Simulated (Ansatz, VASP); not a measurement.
**Two plane-wave programs on O**

```
O
1.0
     7.15700    0.00000    0.00000
     0.00000    7.15700    0.00000
     0.00000    0.00000    7.15700
O
12
Direct
  0.11763 0.04373 0.75237
  0.17402 0.17987 0.66644
  0.76716 0.91985 0.22871
  0.74372 0.78714 0.12420
  0.53662 0.86429 0.63811
  0.45047 0.77777 0.51939
  0.29467 0.15313 0.21701
  0.20418 0.29672 0.19971
  0.57567 0.40662 0.75742
  0.55884 0.43275 0.92530
  0.04050 0.59670 0.54572
  0.90494 0.52928 0.46789
```

Alike in both runs: functional PBE; dispersion D3(BJ); k mesh 1 × 1 × 1; occupations fermi-dirac, width 0.05 eV; collinear spin.

Ansatz relaxed the structure, and its values are those at the end. VASP's run is a single point on that final structure, the one shown.

|  | VASP | Ansatz |
| --- | --- | --- |
| version | VASP 6.6.1 | Ansatz 0.2.0 |
| potentials or method | VASP PAW PBE potentials, release 64 (O), cutoff 520 eV | scalar-relativistic, plane waves, PAW |
| valence electrons in the cell | 72 | 72 |

```csv
,VASP,Ansatz,Ansatz less VASP
gap on the k mesh at the Fermi level (eV),1.97,1.95,-0.019
rms of the force components (eV/Å),0.564,0.100,-0.4643
net moment per atom (μB),1.00,1.00,0.000
size of the moment on the site where the two differ most (μB),0.81,0.56,-0.252
```

Site moments also hang on the region over which each program counts them. One of these differences is far larger than is usual between the two programs; its cause wasn't traced. Ansatz's warnings: xc potential rough in thin density.

Noted on VASP's run: the standard files for N, O and F lose accuracy on very short bonds.
